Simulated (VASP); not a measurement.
Write the native input for VASP 6.6.1 that does the following.

| Quantity | Value |
| --- | --- |
| Task | single point |
| Functional | PBEsol |
| Potentials or basis | VASP PAW PBE potentials, release 64 (Ta_pv) |
| Cutoff | 520 eV |
| k mesh | 11 × 11 × 11 |
| Occupations | fermi-dirac, width 0.05 eV |
| Spin | no spin polarisation |
| Dipole correction | no |
| Further INCAR settings | ALGO = Normal; EDIFF = 1e-06; NBANDS = 12 |

The structure of Ta lies in POSCAR:

```
Ta
1.0
   -1.6393144723      1.6393144723      1.6393144723
    1.6393144723     -1.6393144723      1.6393144723
    1.6393144723      1.6393144723     -1.6393144723
Ta
1
Direct
    0.0000000000      0.0000000000      0.0000000000
```

The input as run:

INCAR

```
ALGO = Normal
EDIFF = 1E-6
ENCUT = 520
GGA = PS
ISIF = 2
ISMEAR = -1
LASPH = True
LCHARG = False
LREAL = False
LWAVE = False
NBANDS = 12
NELM = 80
PREC = Accurate
SIGMA = 0.05
```

KPOINTS

```
k-points
0
Gamma
  11 11 11
```

Potentials or basis: VASP PAW PBE potentials, release 64 (Ta_pv).

The run is started by

```bash
$ cat potpaw_PBE.64/Ta_pv/POTCAR > POTCAR
$ mpirun -np 1 vasp_std > vasp.out
```

Results of the run:

- Pressure: 0.3 GPa

Caveat: the PAW data sets were made with another functional, which shifts forces and pressure a little.

It took 16 s on 1 thread of AMD EPYC 7R43 64-Core Processor (Zen 3) (shared host), peak memory 0.11 GiB.
